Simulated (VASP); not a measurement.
A run of VASP 6.6.1 is set up as follows.

INCAR

```
PREC = Accurate ; ENCUT = 590
EDIFF = 1E-6 ; ISMEAR = -1
SIGMA = 0.05 ; LREAL = F
LASPH = T ; NELM = 200
ALGO = Normal ; ISIF = 2
LWAVE = F ; LCHARG = F
ISPIN = 2 ; MAGMOM = 0.25 0.25
LORBIT = 11 ; NUPDOWN = 0.5
LMAXMIX = 4 ; GGA = PE
NBANDS = 29 ; GGA_COMPAT = F
```

File KPOINTS:

```
regular mesh
0
Gamma
  10 10 6
```

File POSCAR:

```
Ni
1.0
    2.4480228978      0.0000000000      0.0000000000
   -1.2240114489      2.1200500186      0.0000000000
    0.0000000000      0.0000000000      4.0728075700
Ni
2
Direct
    0.6666666667      0.3333333333      0.7500000000
    0.3333333333      0.6666666667      0.2500000000
```

Potentials or basis: VASP PAW PBE potentials, release 64 (Ni_sv_GW).

Run with:

```bash
$ cat potpaw_PBE.64/Ni_sv_GW/POTCAR > POTCAR
$ mpirun -np 1 vasp_std > vasp.out
```

Problem. What does it give for the pressure?

Solution. 2.1 GPa.

Stress tensor (GPa, compression positive):
```
2.84 0.00 0.00
0.00 2.84 0.00
0.00 0.00 0.75
```

Caveat: the total moment is fixed, so each spin has its own Fermi level.
